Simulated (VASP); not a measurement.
# Si8O17 (a cell with a defect) in VASP: further runs

Si8O17 (a cell with a defect) is run at these levels: LDA; tasks: single point, relaxation of the atoms.

All numbers are computed with VASP 6.6.1; they aren't measurements. Logs are shortened: lines on timing, memory, paths and dates and some standing lists are left out, and cuts for length are marked.

## Step 1: The cell of the first run

The cell holds a defect, 25 atoms: a = 7.000 Å, b = 7.000 Å, c = 6.876 Å, α = 90.00°, β = 90.00°, γ = 90.00°.

## Step 2: Single point, LDA, collinear spin

INCAR

```
PREC = Accurate ; ENCUT = 520
EDIFF = 1E-6 ; ISMEAR = -1
SIGMA = 0.02 ; LREAL = Auto
LASPH = True ; NELM = 150
ALGO = Normal ; ISIF = 2
LWAVE = False ; LCHARG = False
ISPIN = 2 ; MAGMOM = 0 0 0 0 0 0 0 0 0 0 0 0 0 0 0 0 0 0 0 0 0 0 0 0 1
LORBIT = 11 ; GGA = CA
NBANDS = 89
```

KPOINTS

```
Automatic mesh
0
Gamma
  1 1 1
```

POSCAR

```
Si8O17
1.0
   -4.9501000000     -4.9501000000      0.0000000000
    4.9501000000     -4.9501000000      0.0000000000
    0.0000000000      0.0000000000      6.8760000000
Si O
8 17
Direct
    0.2599644452      0.4791721379     -0.0371873182
    0.0675238884      0.1753600937      0.2286358348
    0.8413971435      0.4727985293      0.4673647469
    0.0212419951      0.7641764813      0.7148487493
    0.7978525686     -0.0462515909      0.0272978476
    0.5692511262      0.6731480172      0.2408522397
    0.3649320216     -0.0232015515      0.5211751018
    0.5767762267      0.2920749076      0.7527196044
    0.3834670007      0.5651198966      0.1394269924
    0.9869497586      0.3007616008      0.3901977894
    0.7706814004      0.3803660532      0.6670738802
    0.0772812670      0.5945637462      0.9112420012
    0.9376780267      0.6646330377      0.5170157068
    0.6735722511      0.4695763722      0.3303810355
    0.1556029171      0.2568331953      0.0135253054
    0.4053453466      0.4263348215      0.7734293194
    0.9748489929     -0.0245449587      0.1639761489
    0.4751419163      0.7812771459      0.4207097150
    0.2184501323      0.8736894204      0.6775887144
    0.6767136017      0.1330882204      0.9545811518
    0.5431304418      0.1041898143      0.6135834788
    0.2695905133      0.1169067292      0.3687463642
    0.6735217470      0.7722672269      0.0729348458
    0.8666390578      0.8970626856      0.8102821408
    0.8317306721      0.2810953314      0.0850930774
```

Potentials or basis: VASP PAW LDA potentials, release 64 (Si, O).

On the command line:

```console
cat potpaw_LDA.64/Si/POTCAR potpaw_LDA.64/O/POTCAR > POTCAR
mpirun -np 1 vasp_gam > vasp.out
```

OUTCAR:

```text
PREC = Accurate
   ENCUT = 520
   EDIFF = 1E-6
   ISMEAR = -1
   LREAL = Auto
   LASPH = True
   NELM = 150
   ISIF = 2
   ISPIN = 2
   LORBIT = 11
   GGA = CA

 ion  position               nearest neighbor table
   1  0.260  0.479  0.963-  12 1.55   9 1.61  16 1.69  15 1.75   8 2.95   2 3.11   4 3.11
   2  0.068  0.175  0.229-  10 1.52  17 1.61  15 1.70  22 1.76  25 2.06   5 2.81   3 3.09   1 3.11

   3  0.841  0.473  0.467-  14 1.51  13 1.54  11 1.60  10 1.66   6 2.83   4 2.94   8 2.98   2 3.09

   4  0.021  0.764  0.715-  24 1.57  19 1.60  13 1.64  12 1.84   3 2.94   5 2.97   1 3.11   7 3.13

   5  0.798  0.954  0.027-  17 1.56  23 1.57  20 1.60  24 1.62  25 2.34   2 2.81   6 2.93   4 2.97

   6  0.569  0.673  0.241-  23 1.53  18 1.59   9 1.66  14 1.72   3 2.83   5 2.93
   7  0.365  0.977  0.521-  22 1.58  19 1.65  21 1.66  18 1.72   8 3.10   4 3.13
   8  0.577  0.292  0.753-  16 1.53  11 1.60  21 1.64  20 1.91   1 2.95   3 2.98   7 3.10
   9  0.383  0.565  0.139-   1 1.61   6 1.66
  10  0.987  0.301  0.390-   2 1.52   3 1.66
  11  0.771  0.380  0.667-   3 1.60   8 1.60
  12  0.077  0.595  0.911-   1 1.55   4 1.84
  13  0.938  0.665  0.517-   3 1.54   4 1.64
  14  0.674  0.470  0.330-   3 1.51   6 1.72
  15  0.156  0.257  0.014-   2 1.70   1 1.75
  16  0.405  0.426  0.773-   8 1.53   1 1.69
  17  0.975  0.975  0.164-   5 1.56   2 1.61
  18  0.475  0.781  0.421-   6 1.59   7 1.72
  19  0.218  0.874  0.678-   4 1.60   7 1.65
  20  0.677  0.133  0.955-   5 1.60  25 1.75   8 1.91
  21  0.543  0.104  0.614-   8 1.64   7 1.66
  22  0.270  0.117  0.369-   7 1.58   2 1.76
  23  0.674  0.772  0.073-   6 1.53   5 1.57
  24  0.867  0.897  0.810-   4 1.57   5 1.62
  25  0.832  0.281  0.085-  20 1.75   2 2.06   5 2.34

  LATTYP: Found a simple tetragonal cell.
 ALAT       =     7.0004985551
 C/A-ratio  =     0.9822157588

  Lattice vectors:

 A1 = (  -4.9501000000,  -4.9501000000,   0.0000000000)
 A2 = (   4.9501000000,  -4.9501000000,   0.0000000000)
 A3 = (   0.0000000000,   0.0000000000,   6.8760000000)

Analysis of symmetry for initial positions (statically):
=====================================================================
 Subroutine PRICEL returns:
 Original cell was already a primitive cell.

 Routine SETGRP: Setting up the symmetry group for a
 simple tetragonal supercell.

 Subroutine GETGRP returns: Found  1 space group operations
 (whereof  1 operations were pure point group operations)
 out of a pool of 16 trial point group operations.

The static configuration has the point symmetry C_1 .

Analysis of symmetry for dynamics (positions and initial velocities):
=====================================================================
 Subroutine PRICEL returns:
 Original cell was already a primitive cell.

 Routine SETGRP: Setting up the symmetry group for a
 simple tetragonal supercell.

 Subroutine GETGRP returns: Found  1 space group operations
 (whereof  1 operations were pure point group operations)
 out of a pool of 16 trial point group operations.

The dynamic configuration has the point symmetry C_1 .

Analysis of structural, dynamic, and magnetic symmetry:
=====================================================================
 Subroutine PRICEL returns:
 Original cell was already a primitive cell.

 Routine SETGRP: Setting up the symmetry group for a
 simple tetragonal supercell.

 Subroutine GETGRP returns: Found  1 space group operations
 (whereof  1 operations were pure point group operations)
 out of a pool of 16 trial point group operations.

The overall configuration has the point symmetry C_1 .

 Subroutine INISYM returns: Found  1 space group operations
 (whereof  1 operations are pure point group operations),
 and found     1 'primitive' translations

----------------------------------------------------------------------------------------

                                     Primitive cell

  volume of cell :     336.9720

  direct lattice vectors                    reciprocal lattice vectors
    -4.950100000 -4.950100000  0.000000000    -0.101008060 -0.101008060  0.000000000
     4.950100000 -4.950100000  0.000000000     0.101008060 -0.101008060  0.000000000
     0.000000000  0.000000000  6.876000000     0.000000000  0.000000000  0.145433392

  length of vectors
     7.000498555  7.000498555  6.876000000     0.142846969  0.142846969  0.145433392

  position of ions in fractional coordinates (direct lattice)
     0.259964445  0.479172138  0.962812682
     0.067523888  0.175360094  0.228635835
     0.841397144  0.472798529  0.467364747
     0.021241995  0.764176481  0.714848749
     0.797852569  0.953748409  0.027297848
     0.569251126  0.673148017  0.240852240
[... 17 lines left out ...]
     0.866639058  0.897062686  0.810282141
     0.831730672  0.281095331  0.085093077

  ion indices of the primitive-cell ions
   primitive index   ion index
                 1           1
                 2           2
                 3           3
                 4           4
                 5           5
                 6           6
[... 17 lines left out ...]
                24          24
                25          25

----------------------------------------------------------------------------------------

 KPOINTS: Automatic mesh

Automatic generation of k-mesh.
 Grid dimensions read from file:
 generate k-points for:    1    1    1

 Generating k-lattice:

  Cartesian coordinates                     Fractional coordinates (reciprocal lattice)
    -0.101008060 -0.101008060  0.000000000     1.000000000  0.000000000  0.000000000
     0.101008060 -0.101008060  0.000000000     0.000000000  1.000000000  0.000000000
     0.000000000  0.000000000  0.145433392     0.000000000  0.000000000  1.000000000

  Length of vectors
     0.142846969  0.142846969  0.145433392

  Shift w.r.t. Gamma in fractional coordinates (k-lattice)
     0.000000000  0.000000000  0.000000000

 Subroutine IBZKPT returns following result:
 ===========================================

 Found      1 irreducible k-points:

 Following reciprocal coordinates:
            Coordinates               Weight
  0.000000  0.000000  0.000000      1.000000
   k-points           NKPTS =      1   k-points in BZ     NKDIM =      1   number of bands    NBANDS=     89
   number of dos      NEDOS =    301   number of ions     NIONS =     25
   total plane-waves  NPLWV = 157464
   dimension x,y,z NGX =    54 NGY =   54 NGZ =   54
   dimension x,y,z NGXF=   108 NGYF=  108 NGZF=  108
   ions per type =               8  17
   NGX,Y,Z   is equivalent  to a cutoff of  12.82, 12.82, 13.06 a.u.
   NGXF,Y,Z  is equivalent  to a cutoff of  25.65, 25.65, 26.11 a.u.
 SYSTEM =  unknown system
   PREC   = accura    normal or accurate (medium, high low for compatibility)
   ISTART =      0    job   : 0-new  1-cont  2-samecut
   ICHARG =      2    charge: 1-file 2-atom 10-const
   ISPIN  =      2    spin polarized calculation?
   LNONCOLLINEAR =      F non collinear calculations
   LSORBIT =      F    spin-orbit coupling
   LASPH  =      T    aspherical Exc in radial PAW
   ENCUT  =  520.0 eV  38.22 Ry    6.18 a.u.  13.02 13.02 12.78*2*pi/ulx,y,z
   NELM   =    150;   NELMIN=  2; NELMDL= -5     # of ELM steps
   EDIFF  = 0.1E-05   stopping-criterion for ELM
   LREAL  =      T    real-space projection
   EDIFFG = 0.1E-04   stopping-criterion for IOM
   NSW    =      0    number of steps for IOM
   IBRION =     -1    ionic relax: 0-MD 1-quasi-New 2-CG
   NFREE  =      0    steps in history (QN), initial steepest desc. (CG)
   ISIF   =      2    stress and relaxation
   ISYM   =      2    0-nonsym 1-usesym 2-fastsym
   POTIM  = 0.5000    time-step for ionic-motion
   TEBEG  =    0.0;   TEEND  =   0.0 temperature during run
   PSTRESS=    0.0 pullay stress
   NELECT =     134.0000    total number of electrons
   NUPDOWN=      -1.0000    fix difference up-down
   EMIN   =  10.00;   EMAX   =-10.00  energy-range for DOS
   EFERMI =   0.00;   METHOD = LEGACY
   ISMEAR =    -1;   SIGMA  =   0.02  broadening in eV -4-tet -1-fermi 0-gaus
   EFERMI_NEDOS =   21; number of points for ismear=-14 and -15
   IALGO  =     38    algorithm
   IMIX   =      4    mixing-type and parameters
     AMIX     =   0.40;   BMIX     =  1.00
     AMIX_MAG =   1.60;   BMIX_MAG =  1.00
  volume/ion in A,a.u.               =      13.48        90.96
  Fermi-wavevector in a.u.,A,eV,Ry     =   1.203867  2.274979 19.718864  1.449296
  Thomas-Fermi vector in A             =   2.339608
   LORBIT       =     11    0 simple, 1 ext, 2 COOP (PROOUT), +10 PAW based schemes
   GGA     = CA    functional components
   LHFCALC =     F    Hartree Fock is set to
   AEXX    =    0.0000 exact exchange contribution
   IVDW    =     0    specifies the selected vdW correction
   LEPSILON=     F    determine dielectric tensor
   LRPA    =     F    only Hartree local field effects (RPA)
 spin polarized calculation
  energy-cutoff  :      520.00
  volume of cell :      336.97
 maximum number of plane-waves:      4537
 NGX is ok and might be reduce to    54
   NGX = 27   NGY = 27   NGZ = 25

 number of electron     133.9999993 magnetization       0.0001967

 number of electron     133.9999993 magnetization      -0.0000454

 Free energy of the ion-electron system (eV)
  ---------------------------------------------------
  ext. energy  EPLUGINS =         0.00000000
  ---------------------------------------------------
  free energy    TOTEN  =      -204.12139392 eV

  energy without entropy =     -204.12139390  energy(sigma->0) =     -204.12139391

 E-fermi :   2.6569     XC(G=0):  -9.3326

 val. band max:        2.3000505438   @ k =   0.0000   0.0000   0.0000
 cond. band min:       3.0138675751   @ k =   0.0000   0.0000   0.0000
 fundamental gap:      0.7138170313
 Fermi energy:         2.6569361770

 spin component 1

 k-point     1 :       0.0000    0.0000    0.0000
  band No.  band energies     occupation
      1     -19.5831      1.00000
      2     -18.8608      1.00000
      3     -18.7044      1.00000
      4     -18.5254      1.00000
      5     -18.0738      1.00000
      6     -17.9496      1.00000
[... 71 lines left out ...]
     78       9.2098      0.00000
     79       9.4422      0.00000
 Fermi energy:         2.6569361770

 spin component 2

 k-point     1 :       0.0000    0.0000    0.0000
  band No.  band energies     occupation
      1     -19.5831      1.00000
      2     -18.8608      1.00000
      3     -18.7044      1.00000
      4     -18.5254      1.00000
      5     -18.0738      1.00000
      6     -17.9496      1.00000
[... 71 lines left out ...]
     78       9.2098      0.00000
     79       9.4422      0.00000
 [bands above 79 left out]

------------------------ aborting loop because EDIFF is reached ----------------------------------------

  FORCE on cell =-STRESS in cart. coord.  units (eV):
  Direction    XX          YY          ZZ          XY          YZ          ZX
  --------------------------------------------------------------------------------------
  -------------------------------------------------------------------------------------
  Total        7.0029107      0.3129614     -1.8304350      4.1713981      0.1294634      6.5709355
  in kB       33.2962528      1.4880158     -8.7030423     19.8334569      0.6155507     31.2423706
  external PRESSURE =       8.6937421 kB  Pullay stress =       0.0000000 kB

 VOLUME and BASIS-vectors are now :
 -----------------------------------------------------------------------------
  energy-cutoff  :      520.00
  volume of cell :      336.97
      direct lattice vectors                 reciprocal lattice vectors
    -4.950100000 -4.950100000  0.000000000    -0.101008060 -0.101008060  0.000000000
     4.950100000 -4.950100000  0.000000000     0.101008060 -0.101008060  0.000000000
     0.000000000  0.000000000  6.876000000     0.000000000  0.000000000  0.145433392

 POSITION                                       TOTAL-FORCE (eV/Angst)
 -----------------------------------------------------------------------------------
      1.08510     -3.65880      6.62030        -2.688039      2.595786      1.188297
      0.53380     -1.20230      1.57210        -2.679208     -1.930027     -3.410842
     -1.82460     -6.50540      3.21360        -5.167492      1.503848      1.557819
      3.67760     -3.88790      4.91530        -2.244910      0.651812      2.301434
      0.77170     -8.67060      0.18770        -1.394136     -1.007897     -2.616304
      0.51430     -6.15000      1.65610        -1.046805      6.094845      2.270432
[... 17 lines left out ...]
      0.15060     -8.73050      5.57150        -0.464130     -0.086679     -0.777428
     -2.72570     -5.50860      0.58510         0.738316      2.283235     -1.432695
 -----------------------------------------------------------------------------------
    total drift:                               -0.010228     -0.002011      0.021075

  FREE ENERGIE OF THE ION-ELECTRON SYSTEM (eV)
  ---------------------------------------------------
  free  energy   TOTEN  =      -204.1213939221 eV

  energy  without entropy=     -204.1213938953  energy(sigma->0) =     -204.12139391

 total charge

# of ion       s       p       d       tot
------------------------------------------
    1        0.652   0.981   0.000   1.633
    2        0.645   0.993   0.000   1.638
    3        0.693   1.132   0.000   1.824
    4        0.647   0.968   0.000   1.615
    5        0.677   1.081   0.000   1.758
    6        0.659   1.024   0.000   1.682
[... 17 lines left out ...]
   24        1.548   3.710   0.000   5.257
   25        1.609   3.174   0.000   4.783
--------------------------------------------------
tot         31.620  69.697   0.000 101.317

 magnetization (x)

# of ion       s       p       d       tot
------------------------------------------
    1        0.000   0.000   0.000   0.000
    2        0.000   0.000   0.000   0.000
    3       -0.000  -0.000   0.000  -0.000
    4        0.000   0.000   0.000   0.000
    5       -0.000  -0.000   0.000  -0.000
    6        0.000   0.000   0.000   0.000
[... 17 lines left out ...]
   24        0.000  -0.000   0.000   0.000
   25       -0.000  -0.000   0.000  -0.000
--------------------------------------------------
tot          0.000   0.000   0.000   0.000
```

Run time: 3.1 min. Hardware: 1 thread of AMD EPYC 7R13, shared host; peak memory 0.28 GiB.

Results:

| Item | Value |
| --- | --- |
| Free energy | -204.1214 eV |
| Pressure | 0.9 GPa |
| Largest force | 6.588 eV/Å |
| Band gap on the k mesh | 0.71 eV |
| Net moment | 0.00 μB per cell |
| Valence electrons inside the program's atomic spheres | Si 1.63, 1.64, 1.82, 1.61, 1.76, 1.68, 1.59, 1.62; O 5.20, 5.26, 5.24, 5.14, 5.25, 5.23, 5.08, 5.21, 5.17, 5.04, 5.30, 4.78 |

Forces on the atoms (eV/Å):
```
Si  -2.688  2.596  1.188
Si  -2.679 -1.930 -3.411
Si  -5.167  1.504  1.558
Si  -2.245  0.652  2.301
Si  -1.394 -1.008 -2.616
Si  -1.047  6.095  2.270
Si  -1.702 -0.121 -0.562
Si  -5.980  0.173 -1.045
O    0.096 -0.112 -0.750
O    3.715 -1.381  2.530
O    0.716  0.726  2.047
O    3.644 -1.335 -3.734
O    0.598 -3.180  1.029
O    5.417  0.057 -3.146
O   -0.397 -3.131  1.553
O    2.586  0.334  1.792
O   -1.545  0.871  1.720
O    1.757 -1.472  0.783
O   -0.164 -1.011 -0.863
O    4.662 -2.461  0.481
O    0.884  1.341  0.730
O    0.493  1.326 -1.366
O    0.166 -0.726 -0.279
O   -0.464 -0.087 -0.777
O    0.738  2.283 -1.433
```

Stress tensor (GPa, compression positive):
```
 3.33  1.98  3.12
 1.98  0.15  0.06
 3.12  0.06 -0.87
```

Caveat: the k points lie up to 0.91 Å⁻¹ apart.

(Part 1 of 3 ends here.)
